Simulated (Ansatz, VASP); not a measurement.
## Two plane-wave programs on Tl

```
CELL_PARAMETERS angstrom
3.47889 0.00000 0.00000
-1.73944 3.01281 0.00000
0.00000 0.00000 5.56159
ATOMIC_POSITIONS crystal
Tl 0.66667 0.33333 0.75000
Tl 0.33333 0.66667 0.25000
```

Alike in both runs: task single point; functional r2SCAN; k mesh 9 × 9 × 5; occupations fermi-dirac, width 0.05 eV; no spin polarisation.

|  | VASP | Ansatz |
| --- | --- | --- |
| version | VASP 6.6.1 | Ansatz 0.2.0 |
| potentials or method | VASP PAW PBE potentials, release 64 (Tl_d) | Ansatz PAW |
| plane-wave cutoff (eV) | 520 | 500 |
| valence electrons in the cell | 26 | 26 |

|  | VASP | Ansatz | Ansatz less VASP |
| --- | --- | --- | --- |
| gap on the k mesh at the Fermi level (eV) | none | none | - |
| pressure (GPa) | 1.3 | 1.3 | +0.02 |
| traceless stress, the component that is largest in VASP (GPa) | 0.71 | 0.71 | +0.004 |

VASP's potentials were made for PBE, not for r2SCAN. A gap of «none» marks a metal or a gap that the smearing closes.

Spin-orbit coupling is off throughout.
